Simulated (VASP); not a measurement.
# ScAl (L11 type) (R-3m) in VASP: relaxation of cell and atoms with LDA

Aim: the relaxation of cell and atoms of ScAl (L11 type) with LDA.

Everything below comes from runs of VASP 6.6.1. Logs are shortened: lines on timing, memory, paths and dates and some standing lists are left out, and cuts for length are marked.

### 1 The cell of the first run

It takes space group R-3m (No. 166, trigonal). The conventional cell has a = 3.053 Å, b = 3.053 Å, c = 14.962 Å, α = 90.00°, β = 90.00°, γ = 120.00°. Al (site symmetry -3m) has 6 Al at 3.05 Å and 6 Sc at 3.05 Å within 4.0 Å. Within 4.0 Å of Sc (site symmetry -3m) lie 6 Sc at 3.05 Å and 6 Al at 3.05 Å.

### 2 Relaxation of cell and atoms, LDA

Input file INCAR:

```
SYSTEM = ScAl
  PREC = Accurate
  ENCUT = 600
  EDIFF = 1E-6
  ISMEAR = -1
  SIGMA = 0.05
  LREAL = .False.
  LASPH = .True.
  NELM = 80
  ALGO = Normal
  ISIF = 3
  LWAVE = .False.
  LCHARG = .False.
  IBRION = 2
  NSW = 100
  EDIFFG = -0.005
```

Input file KPOINTS:

```
regular mesh
0
Gamma
  14 14 14
  0 0 0
```

Input file POSCAR:

```
ScAl
1.0
    1.5267245259     -0.8814548160      4.9873001179
    0.0000000000      1.7629096320      4.9873001179
   -1.5267245259     -0.8814548160      4.9873001179
Al Sc
1 1
Direct
    0.0000000000      0.0000000000      0.0000000000
    0.5000000000      0.5000000000      0.5000000000
```

Potentials or basis: VASP PAW LDA potentials, release 64 (Al, Sc_sv).

Command:

```bash
$ cat potpaw_LDA.64/Al/POTCAR potpaw_LDA.64/Sc_sv/POTCAR > POTCAR
$ mpirun -np 1 vasp_std > vasp.out
```

OUTCAR:

```text
SYSTEM = ScAl
   PREC = Accurate
   ENCUT = 600
   EDIFF = 1E-6
   ISMEAR = -1
   LREAL = .False.
   LASPH = .True.
   NELM = 80
   ISIF = 3
   IBRION = 2
   NSW = 100
   EDIFFG = -0.005

 ion  position               nearest neighbor table
   1  0.000  0.000  0.000-   2 3.05   2 3.05   2 3.05   2 3.05   2 3.05   2 3.05
   2  0.500  0.500  0.500-   1 3.05   1 3.05   1 3.05   1 3.05   1 3.05   1 3.05

  LATTYP: Found a trigonal (rhomboedric) cell.
 ALAT       =     5.2897081996
 COS(alpha) =     0.8333950389

  Lattice vectors:

 A1 = (   1.5267245259,  -0.8814548160,   4.9873001179)
 A2 = (   0.0000000000,   1.7629096320,   4.9873001179)
 A3 = (  -1.5267245259,  -0.8814548160,   4.9873001179)

Analysis of symmetry for initial positions (statically):
=====================================================================
 Subroutine PRICEL returns:
 Original cell was already a primitive cell.

 Routine SETGRP: Setting up the symmetry group for a
 trigonal (rhombohedral) supercell.

 Subroutine GETGRP returns: Found 12 space group operations
 (whereof 12 operations were pure point group operations)
 out of a pool of 12 trial point group operations.

The static configuration has the point symmetry D_3d.

Analysis of symmetry for dynamics (positions and initial velocities):
=====================================================================
 Subroutine PRICEL returns:
 Original cell was already a primitive cell.

 Routine SETGRP: Setting up the symmetry group for a
 trigonal (rhombohedral) supercell.

 Subroutine GETGRP returns: Found 12 space group operations
 (whereof 12 operations were pure point group operations)
 out of a pool of 12 trial point group operations.

The dynamic configuration has the point symmetry D_3d.

 Subroutine INISYM returns: Found 12 space group operations
 (whereof 12 operations are pure point group operations),
 and found     1 'primitive' translations

----------------------------------------------------------------------------------------

                                     Primitive cell

  volume of cell :      40.2696

  direct lattice vectors                    reciprocal lattice vectors
     1.526724526 -0.881454816  4.987300118     0.327498505 -0.189081350  0.066836430
     0.000000000  1.762909632  4.987300118     0.000000000  0.378162700  0.066836430
    -1.526724526 -0.881454816  4.987300118    -0.327498505 -0.189081350  0.066836430

  length of vectors
     5.289708200  5.289708200  5.289708200     0.384023614  0.384023614  0.384023614

  position of ions in fractional coordinates (direct lattice)
     0.000000000  0.000000000  0.000000000
     0.500000000  0.500000000  0.500000000

  ion indices of the primitive-cell ions
   primitive index   ion index
                 1           1
                 2           2

----------------------------------------------------------------------------------------

 KPOINTS: regular mesh

Automatic generation of k-mesh.
 Grid dimensions read from file:
 generate k-points for:   14   14   14

 Generating k-lattice:

  Cartesian coordinates                     Fractional coordinates (reciprocal lattice)
     0.023392750 -0.013505811  0.004774031     0.071428571  0.000000000 -0.000000000
     0.000000000  0.027011621  0.004774031     0.000000000  0.071428571  0.000000000
    -0.023392750 -0.013505811  0.004774031    -0.000000000  0.000000000  0.071428571

  Length of vectors
     0.027430258  0.027430258  0.027430258

  Shift w.r.t. Gamma in fractional coordinates (k-lattice)
     0.000000000  0.000000000  0.000000000

 Subroutine IBZKPT returns following result:
 ===========================================

 Found    288 irreducible k-points:

 Following reciprocal coordinates:
            Coordinates               Weight
  0.000000  0.000000  0.000000      1.000000
  0.071429  0.000000  0.000000      6.000000
  0.142857  0.000000  0.000000      6.000000
  0.214286 -0.000000  0.000000      6.000000
  0.285714  0.000000  0.000000      6.000000
  0.357143  0.000000  0.000000      6.000000
[... 16 lines left out ...]
  0.214286  0.142857  0.000000     12.000000
  0.285714  0.142857  0.000000     12.000000
 [... further k-points ...]
   k-points           NKPTS =    288   k-points in BZ     NKDIM =    288   number of bands    NBANDS=     11
   number of dos      NEDOS =    301   number of ions     NIONS =      2
   total plane-waves  NPLWV =  74088
   dimension x,y,z NGX =    42 NGY =   42 NGZ =   42
   dimension x,y,z NGXF=    84 NGYF=   84 NGZF=   84
   ions per type =               1   1
   NGX,Y,Z   is equivalent  to a cutoff of  13.20, 13.20, 13.20 a.u.
   NGXF,Y,Z  is equivalent  to a cutoff of  26.40, 26.40, 26.40 a.u.
 SYSTEM =  ScAl
   PREC   = accura    normal or accurate (medium, high low for compatibility)
   ISTART =      0    job   : 0-new  1-cont  2-samecut
   ICHARG =      2    charge: 1-file 2-atom 10-const
   ISPIN  =      1    spin polarized calculation?
   LNONCOLLINEAR =      F non collinear calculations
   LSORBIT =      F    spin-orbit coupling
   LASPH  =      T    aspherical Exc in radial PAW
   ENCUT  =  600.0 eV  44.10 Ry    6.64 a.u.  10.56 10.56 10.56*2*pi/ulx,y,z
   NELM   =     80;   NELMIN=  2; NELMDL= -5     # of ELM steps
   EDIFF  = 0.1E-05   stopping-criterion for ELM
   LREAL  =      F    real-space projection
   EDIFFG = -.5E-02   stopping-criterion for IOM
   NSW    =    100    number of steps for IOM
   IBRION =      2    ionic relax: 0-MD 1-quasi-New 2-CG
   NFREE  =      1    steps in history (QN), initial steepest desc. (CG)
   ISIF   =      3    stress and relaxation
   ISYM   =      2    0-nonsym 1-usesym 2-fastsym
   POTIM  = 0.5000    time-step for ionic-motion
   TEBEG  =    0.0;   TEEND  =   0.0 temperature during run
   PSTRESS=    0.0 pullay stress
   NELECT =      14.0000    total number of electrons
   NUPDOWN=      -1.0000    fix difference up-down
   EMIN   =  10.00;   EMAX   =-10.00  energy-range for DOS
   EFERMI =   0.00;   METHOD = LEGACY
   ISMEAR =    -1;   SIGMA  =   0.05  broadening in eV -4-tet -1-fermi 0-gaus
   EFERMI_NEDOS =   21; number of points for ismear=-14 and -15
   IALGO  =     38    algorithm
   IMIX   =      4    mixing-type and parameters
     AMIX     =   0.40;   BMIX     =  1.00
     AMIX_MAG =   1.60;   BMIX_MAG =  1.00
  volume/ion in A,a.u.               =      20.13       135.88
  Fermi-wavevector in a.u.,A,eV,Ry     =   1.151132  2.175323 18.029137  1.325104
  Thomas-Fermi vector in A             =   2.287791
   LORBIT       =      0    0 simple, 1 ext, 2 COOP (PROOUT), +10 PAW based schemes
   GGA     = CA    functional components
   LHFCALC =     F    Hartree Fock is set to
   AEXX    =    0.0000 exact exchange contribution
   IVDW    =     0    specifies the selected vdW correction
   LEPSILON=     F    determine dielectric tensor
   LRPA    =     F    only Hartree local field effects (RPA)
 conjugate gradient relaxation of ions
 non-spin polarized calculation
  energy-cutoff  :      600.00
  volume of cell :       40.27
 maximum number of plane-waves:      1361
   NGX = 21   NGY = 21   NGZ = 21

--------------------------------------- Ionic step        1  -------------------------------------------

 number of electron      14.0000001 magnetization

 Free energy of the ion-electron system (eV)
  ---------------------------------------------------
  ext. energy  EPLUGINS =         0.00000000
  ---------------------------------------------------
  free energy    TOTEN  =       -11.27046340 eV

  energy without entropy =      -11.25029755  energy(sigma->0) =      -11.26038048

------------------------ aborting loop because EDIFF is reached ----------------------------------------

  FORCE on cell =-STRESS in cart. coord.  units (eV):
  Direction    XX          YY          ZZ          XY          YZ          ZX
  --------------------------------------------------------------------------------------
  -------------------------------------------------------------------------------------
  Total       -0.0404959     -0.0404959     -2.3107940      0.0000000     -0.0000000      0.0000000
  in kB       -1.6111808     -1.6111808    -91.9378445      0.0000000     -0.0000000      0.0000000
  external PRESSURE =     -31.7200687 kB  Pullay stress =       0.0000000 kB
[... 237 lines left out ...]
  energy  without entropy=      -11.3798772865  energy(sigma->0) =      -11.38562432

--------------------------------------- Ionic step        8  -------------------------------------------

 number of electron      14.0000001 magnetization

 Free energy of the ion-electron system (eV)
  ---------------------------------------------------
  ext. energy  EPLUGINS =         0.00000000
  ---------------------------------------------------
  free energy    TOTEN  =       -11.39141034 eV

  energy without entropy =      -11.38000504  energy(sigma->0) =      -11.38570769

 E-fermi :   5.3850     XC(G=0): -10.4186

 val. band max:        5.3812239087   @ k =  -0.1429  -0.4286   0.0714
 cond. band min:       5.3873823169   @ k =   0.2143   0.2143   0.0714
 fundamental gap:      0.0061584081
 Fermi energy:         5.3850123498

 k-point     1 :       0.0000    0.0000    0.0000
  band No.  band energies     occupation
      1     -43.2334      2.00000
      2     -22.3447      2.00000
      3     -21.9631      2.00000
      4     -21.9631      2.00000
      5      -2.8498      2.00000
      6       3.9008      2.00000
      7       4.5972      2.00000
      8       7.1482      0.00000
      9       7.1482      0.00000
     10       8.2579      0.00000
     11       8.2579      0.00000
[... 309 lines left out ...]
 k-point    24 :       0.2857    0.1429    0.0000
  band No.  band energies     occupation
      1     -43.2028      2.00000
      2     -22.3120      2.00000
      3     -22.1666      2.00000
      4     -22.0243      2.00000
      5      -1.4868      2.00000
      6       3.7481      2.00000
      7       5.3975      0.87553
      8       6.1279      0.00000
      9       7.3201      0.00000
     10       8.0025      0.00000
     11       8.2829      0.00000

 [... further k-points ...]

------------------------ aborting loop because EDIFF is reached ----------------------------------------

  FORCE on cell =-STRESS in cart. coord.  units (eV):
  Direction    XX          YY          ZZ          XY          YZ          ZX
  --------------------------------------------------------------------------------------
  -------------------------------------------------------------------------------------
  Total        0.0008686      0.0008686      0.0020559     -0.0000000      0.0000000      0.0000000
  in kB        0.0354705      0.0354705      0.0839517     -0.0000000      0.0000000      0.0000000
  external PRESSURE =       0.0516309 kB  Pullay stress =       0.0000000 kB
[... 17 lines left out ...]
  FREE ENERGIE OF THE ION-ELECTRON SYSTEM (eV)
  ---------------------------------------------------
  free  energy   TOTEN  =       -11.3914103404 eV

  energy  without entropy=      -11.3800050385  energy(sigma->0) =      -11.38570769

 reached required accuracy - stopping structural energy minimisation
```

Run time: 21 min. Hardware: 1 thread of Intel Xeon Platinum 8488C (Sapphire Rapids), shared host; peak memory 0.37 GiB.

What came out:

```
Free energy                           : -11.3914 eV
Relaxed volume                        : 19.62 Å³/atom
Relaxed cell                          : a = 4.870 Å, b = 4.870 Å, c = 4.870 Å, α = 37.96°, β = 37.96°, γ = 37.96°
Space group after relaxing (to 0.1 Å) : R-3m (No. 166)
Energy gained by relaxing             : 60.5 meV/atom
Ionic steps                           : 8
Pressure after relaxing               : 0.0 GPa
Band gap on the k mesh                : zero (bands 7 and 8 overlap by 1.59 eV)
```

The path:
| step | energy change (eV) | largest force (eV/Å) | pressure (GPa) | volume (Å³) |
| --- | --- | --- | --- | --- |
| 1 | 0.0000 | 0.0000 | -3.17 | 40.27 |
| 2 | -0.0808 | 0.0000 | 1.56 | 37.95 |
| 3 | -0.0834 | 0.0000 | 2.62 | 37.52 |
| 4 | -0.1151 | 0.0000 | 1.12 | 38.50 |
| 5 | -0.1204 | 0.0000 | 0.10 | 39.25 |
| 6 | -0.1208 | 0.0000 | 0.29 | 39.11 |
| 7 | -0.1209 | 0.0000 | -0.12 | 39.30 |
| 8 | -0.1209 | 0.0000 | 0.01 | 39.24 |

Final structure:
```
CELL_PARAMETERS angstrom
1.58404 -0.91454 4.51395
0.00000 1.82909 4.51395
-1.58404 -0.91454 4.51395
ATOMIC_POSITIONS crystal
Al 0.00000 0.00000 0.00000
Sc 0.50000 0.50000 0.50000
```
